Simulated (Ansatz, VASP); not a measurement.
# Ni: VASP beside Ansatz

```xyz
2
Lattice="2.4578 0.0000 0.0000 0.0000 2.4578 0.0000 0.0000 0.0000 3.4807" Properties=species:S:1:pos:R:3 pbc="T T T"
Ni    0.0000    0.0000    0.0000
Ni    1.2289    1.2289    1.7403
```

Alike in both runs: functional r2SCAN; k mesh 13 × 13 × 9; occupations fermi-dirac, width 0.05 eV; collinear spin.

Ansatz relaxed the structure, and its values are those at the end. VASP's run is a single point on that final structure, the one shown.

|  | VASP | Ansatz |
| --- | --- | --- |
| version | VASP 6.6.1 | Ansatz 0.2.0 |
| potentials or method | VASP PAW PBE potentials, release 64 (Ni), cutoff 520 eV | plane waves (500 eV) with PAW, scalar-relativistic |
| valence electrons in the cell | 20 | 36 |

VASP gave:

```
pressure (GPa)                                                : -1.2
net moment per atom (μB)                                      : 0.00
size of the moment on the site where the two differ most (μB) : 0.26
```

Problem. Which values does Ansatz return?

Solution. Pressure (GPa): 0.0; net moment per atom (μB): 0.73; size of the moment on the site where the two differ most (μB): 0.79.

The net moments are unlike, so the other rows may belong to different states. VASP's potentials were made for PBE, not for r2SCAN. Site moments also hang on the region over which each program counts them. VASP's potentials hold 20 valence electrons a cell and Ansatz's 36, so a difference there can come from the potentials and not from the codes. Ansatz's warnings: seeded moment not kept.
